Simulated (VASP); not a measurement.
# Nb (Fm-3m) in VASP: further runs

Runs on Nb. Level: PBE. Tasks: single point.

Program: VASP 6.6.1. These are calculated values, not measurements. Logs are shortened: lines on timing, memory, paths and dates and some standing lists are left out, and cuts for length are marked.

### 1 The cell of the first run

The structure is cubic, space group Fm-3m (No. 225). The conventional cell has a = 4.246 Å, b = 4.246 Å, c = 4.246 Å, α = 90.00°, β = 90.00°, γ = 90.00°. Nb (site symmetry m-3m) has 12 Nb at 3.00 Å within 4.0 Å.

### 2 Single point, PBE

INCAR reads:

```
SYSTEM = Nb
PREC = Accurate
ENCUT = 520
EDIFF = 1E-6
ISMEAR = -1
SIGMA = 0.06122561905347299
LREAL = .FALSE.
LASPH = .TRUE.
NELM = 60
ALGO = Normal
ISIF = 2
LWAVE = .FALSE.
LCHARG = .TRUE.
GGA = PE
LELF = .TRUE.
LVHAR = .TRUE.
NBANDS = 12
```

KPOINTS reads:

```
regular mesh
0
G
  15 15 15
  0 0 0
```

POSCAR reads:

```
Nb
1.0
    0.0000000000      2.1230622649      2.1230622649
    2.1230622649      0.0000000000      2.1230622649
    2.1230622649      2.1230622649      0.0000000000
Nb
1
Direct
    0.0000000000      0.0000000000      0.0000000000
```

Potentials or basis: VASP PAW PBE potentials, release 64 (Nb_sv).

Started as:

```console
$ cat potpaw_PBE.64/Nb_sv/POTCAR > POTCAR
$ mpirun -np 1 vasp_std > vasp.out
```

OUTCAR:

```text
SYSTEM = Nb
   PREC = Accurate
   ENCUT = 520
   EDIFF = 1E-6
   ISMEAR = -1
   LREAL = .FALSE.
   LASPH = .TRUE.
   NELM = 60
   ISIF = 2
   GGA = PE

 ion  position               nearest neighbor table
   1  0.000  0.000  0.000-

  LATTYP: Found a face centered cubic cell.
 ALAT       =     4.2461245298

  Lattice vectors:

 A1 = (   0.0000000000,   2.1230622649,   2.1230622649)
 A2 = (   2.1230622649,   0.0000000000,   2.1230622649)
 A3 = (   2.1230622649,   2.1230622649,   0.0000000000)

Analysis of symmetry for initial positions (statically):
=====================================================================
 Subroutine PRICEL returns:
 Original cell was already a primitive cell.

 Routine SETGRP: Setting up the symmetry group for a
 face centered cubic supercell.

 Subroutine GETGRP returns: Found 48 space group operations
 (whereof 48 operations were pure point group operations)
 out of a pool of 48 trial point group operations.

The static configuration has the point symmetry O_h .

Analysis of symmetry for dynamics (positions and initial velocities):
=====================================================================
 Subroutine PRICEL returns:
 Original cell was already a primitive cell.

 Routine SETGRP: Setting up the symmetry group for a
 face centered cubic supercell.

 Subroutine GETGRP returns: Found 48 space group operations
 (whereof 48 operations were pure point group operations)
 out of a pool of 48 trial point group operations.

The dynamic configuration has the point symmetry O_h .

 Subroutine INISYM returns: Found 48 space group operations
 (whereof 48 operations are pure point group operations),
 and found     1 'primitive' translations

----------------------------------------------------------------------------------------

                                     Primitive cell

  volume of cell :      19.1390

  direct lattice vectors                    reciprocal lattice vectors
     0.000000000  2.123062265  2.123062265    -0.235508872  0.235508872  0.235508872
     2.123062265  0.000000000  2.123062265     0.235508872 -0.235508872  0.235508872
     2.123062265  2.123062265  0.000000000     0.235508872  0.235508872 -0.235508872

  length of vectors
     3.002463449  3.002463449  3.002463449     0.407913333  0.407913333  0.407913333

  position of ions in fractional coordinates (direct lattice)
     0.000000000  0.000000000  0.000000000

  ion indices of the primitive-cell ions
   primitive index   ion index
                 1           1
[... 73 lines left out ...]
   LREAL  =      F    real-space projection
   EDIFFG = 0.1E-04   stopping-criterion for IOM
   NSW    =      0    number of steps for IOM
   IBRION =     -1    ionic relax: 0-MD 1-quasi-New 2-CG
   NFREE  =      0    steps in history (QN), initial steepest desc. (CG)
   ISIF   =      2    stress and relaxation
   ISYM   =      2    0-nonsym 1-usesym 2-fastsym
   POTIM  = 0.5000    time-step for ionic-motion
   TEBEG  =    0.0;   TEEND  =   0.0 temperature during run
   PSTRESS=    0.0 pullay stress
   NELECT =      13.0000    total number of electrons
   NUPDOWN=      -1.0000    fix difference up-down
   EMIN   =  10.00;   EMAX   =-10.00  energy-range for DOS
   EFERMI =   0.00;   METHOD = LEGACY
   ISMEAR =    -1;   SIGMA  =   0.06  broadening in eV -4-tet -1-fermi 0-gaus
   EFERMI_NEDOS =   21; number of points for ismear=-14 and -15
   IALGO  =     38    algorithm
   IMIX   =      4    mixing-type and parameters
     AMIX     =   0.40;   BMIX     =  1.00
     AMIX_MAG =   1.60;   BMIX_MAG =  1.00
  volume/ion in A,a.u.               =      19.14       129.16
  Fermi-wavevector in a.u.,A,eV,Ry     =   1.439074  2.719456 28.176779  2.070935
  Thomas-Fermi vector in A             =   2.557970
   LORBIT       =      0    0 simple, 1 ext, 2 COOP (PROOUT), +10 PAW based schemes
   GGA     = PE    functional components
   LHFCALC =     F    Hartree Fock is set to
   AEXX    =    0.0000 exact exchange contribution
   IVDW    =     0    specifies the selected vdW correction
   LEPSILON=     F    determine dielectric tensor
   LRPA    =     F    only Hartree local field effects (RPA)
 non-spin polarized calculation
  energy-cutoff  :      520.00
  volume of cell :       19.14
 maximum number of plane-waves:       533
   NGX = 11   NGY = 11   NGZ = 11

 number of electron      13.0000000 magnetization

 Free energy of the ion-electron system (eV)
  ---------------------------------------------------
  ext. energy  EPLUGINS =         0.00000000
  ---------------------------------------------------
  free energy    TOTEN  =        -9.89888876 eV

  energy without entropy =       -9.88035407  energy(sigma->0) =       -9.88962141

 E-fermi :  10.7127     XC(G=0): -12.1929

 val. band max:       10.7049822164   @ k =   0.3333   0.1333   0.0000
 cond. band min:      10.7254944588   @ k =  -0.4667   0.2000   0.0000
 fundamental gap:      0.0205122424
 Fermi energy:        10.7126886738

 k-point     1 :       0.0000    0.0000    0.0000
  band No.  band energies     occupation
      1     -44.1224      2.00000
      2     -19.5447      2.00000
      3     -19.5447      2.00000
      4     -19.5447      2.00000
      5       4.5193      2.00000
      6      10.8109      0.33492
      7      10.8109      0.33492
      8      10.8109      0.33492
      9      13.3345      0.00000
     10      13.3345      0.00000
     11      22.4911      0.00000
     12      27.1852      0.00000
[... 331 lines left out ...]
 k-point    24 :       0.2000    0.1333    0.0000
  band No.  band energies     occupation
      1     -44.0601      2.00000
      2     -19.8680      2.00000
      3     -19.6457      2.00000
      4     -19.6365      2.00000
      5       5.8438      2.00000
      6       9.7139      2.00000
      7      11.4528      0.00001
      8      11.5695      0.00000
      9      12.2429      0.00000
     10      13.7379      0.00000
     11      24.9949      0.00000
     12      25.4813      0.00000

 [... further k-points ...]
[... 5 lines left out ...]
  --------------------------------------------------------------------------------------
  -------------------------------------------------------------------------------------
  Total       -0.4138266     -0.4138266     -0.4138266      0.0000000     -0.0000000      0.0000000
  in kB      -34.6426282    -34.6426282    -34.6426282      0.0000000     -0.0000000      0.0000000
  external PRESSURE =     -34.6426282 kB  Pullay stress =       0.0000000 kB

 VOLUME and BASIS-vectors are now :
 -----------------------------------------------------------------------------
  energy-cutoff  :      520.00
  volume of cell :       19.14
      direct lattice vectors                 reciprocal lattice vectors
     0.000000000  2.123062265  2.123062265    -0.235508872  0.235508872  0.235508872
     2.123062265  0.000000000  2.123062265     0.235508872 -0.235508872  0.235508872
     2.123062265  2.123062265  0.000000000     0.235508872  0.235508872 -0.235508872

 POSITION                                       TOTAL-FORCE (eV/Angst)
 -----------------------------------------------------------------------------------
      0.00000      0.00000      0.00000         0.000000      0.000000      0.000000
 -----------------------------------------------------------------------------------
    total drift:                               -0.000000     -0.000000     -0.000000

  FREE ENERGIE OF THE ION-ELECTRON SYSTEM (eV)
  ---------------------------------------------------
  free  energy   TOTEN  =        -9.8988887581 eV

  energy  without entropy=       -9.8803540694  energy(sigma->0) =       -9.88962141
```

Run time: 12 s. Hardware: 1 thread of Intel Xeon Platinum 8488C (Sapphire Rapids), shared host; peak memory 0.15 GiB.

Results:

```
Free energy : -9.8989 eV
Pressure    : -3.5 GPa
```

Levels at points of the mesh, in eV from the Fermi level:
| k point | band 4 | band 5 | band 6 | band 7 | band 8 | band 9 |
| --- | --- | --- | --- | --- | --- | --- |
| (0.00, 0.00, 0.00) | -30.26 | -6.19 | 0.10 | 0.10 | 0.10 | 2.62 |

### 3 Single point, PBE

This run uses another cell than the first one, of 19.51 Å³/atom, 1.020 times its volume.

INCAR reads:

```
SYSTEM = Nb
PREC     = Accurate       ! precision mode
ENCUT    = 520            ! plane-wave cutoff, eV
EDIFF    = 1E-7           ! SCF threshold, eV
ISMEAR   = -1             ! smearing method
SIGMA    = 0.06122561905347299 ! smearing width, eV
LREAL    = .False.        ! projectors in reciprocal space
LASPH    = .True.         ! aspherical terms in the spheres
NELM     = 100            ! most SCF steps
ALGO     = Normal         ! electronic algorithm
ISIF     = 2              ! what is computed and relaxed
LWAVE    = .False.        ! write WAVECAR
LCHARG   = .True.         ! write CHGCAR
GGA      = PE             ! functional
LELF     = .True.         ! ELF
LVHAR    = .True.       
NBANDS   = 12             ! bands
```

KPOINTS reads:

```
regular mesh
0
Gamma
  15 15 15
  0 0 0
```

POSCAR reads:

```
Nb
1.0
    0.0000000000      2.1368487698      2.1368487698
    2.1368487698      0.0000000000      2.1368487698
    2.1368487698      2.1368487698      0.0000000000
Nb
1
Direct
    0.0000000000      0.0000000000      0.0000000000
```

Potentials or basis: VASP PAW PBE potentials, release 64 (Nb_sv).

Started as:

```console
$ cat potpaw_PBE.64/Nb_sv/POTCAR > POTCAR
$ mpirun -np 1 vasp_std > vasp.out
```

OUTCAR:

```text
SYSTEM = Nb
   PREC = Accurate
   ENCUT = 520
   EDIFF = 1E-7
   ISMEAR = -1
   LREAL = .False.
   LASPH = .True.
   NELM = 100
   ISIF = 2
   GGA = PE

 ion  position               nearest neighbor table
   1  0.000  0.000  0.000-

  LATTYP: Found a face centered cubic cell.
 ALAT       =     4.2736975396

  Lattice vectors:

 A1 = (   0.0000000000,   2.1368487698,   2.1368487698)
 A2 = (   2.1368487698,   0.0000000000,   2.1368487698)
 A3 = (   2.1368487698,   2.1368487698,   0.0000000000)

Analysis of symmetry for initial positions (statically):
[... 530 lines left out ...]
      7      11.1842      0.00001
      8      11.2960      0.00000
      9      11.9551      0.00000
     10      13.4063      0.00000
     11      24.6436      0.00000
     12      25.0949      0.00000

 [... further k-points ...]
[... 5 lines left out ...]
  --------------------------------------------------------------------------------------
  -------------------------------------------------------------------------------------
  Total       -0.7657008     -0.7657008     -0.7657008     -0.0000000     -0.0000000      0.0000000
  in kB      -62.8663602    -62.8663602    -62.8663602     -0.0000000     -0.0000000      0.0000000
  external PRESSURE =     -62.8663602 kB  Pullay stress =       0.0000000 kB

 VOLUME and BASIS-vectors are now :
 -----------------------------------------------------------------------------
  energy-cutoff  :      520.00
  volume of cell :       19.51
      direct lattice vectors                 reciprocal lattice vectors
     0.000000000  2.136848770  2.136848770    -0.233989418  0.233989418  0.233989418
     2.136848770  0.000000000  2.136848770     0.233989418 -0.233989418  0.233989418
     2.136848770  2.136848770  0.000000000     0.233989418  0.233989418 -0.233989418

 POSITION                                       TOTAL-FORCE (eV/Angst)
 -----------------------------------------------------------------------------------
      0.00000      0.00000      0.00000         0.000000      0.000000      0.000000
 -----------------------------------------------------------------------------------
    total drift:                                0.000000      0.000000     -0.000000

  FREE ENERGIE OF THE ION-ELECTRON SYSTEM (eV)
  ---------------------------------------------------
  free  energy   TOTEN  =        -9.8876278041 eV

  energy  without entropy=       -9.8687879359  energy(sigma->0) =       -9.87820787
```

Run time: 12 s. Hardware: 1 thread of Intel Xeon Platinum 8488C (Sapphire Rapids), shared host; peak memory 0.15 GiB.

Results:

```yaml
Free_energy: -9.8876 eV
Pressure: -6.3 GPa
```

Levels at points of the mesh, in eV from the Fermi level:
```
           k point  band 4  band 5  band 6  band 7  band 8  band 9
(0.00, 0.00, 0.00)  -30.31   -6.14    0.11    0.11    0.11    2.57
```

(Part 1 of 2 ends here.)
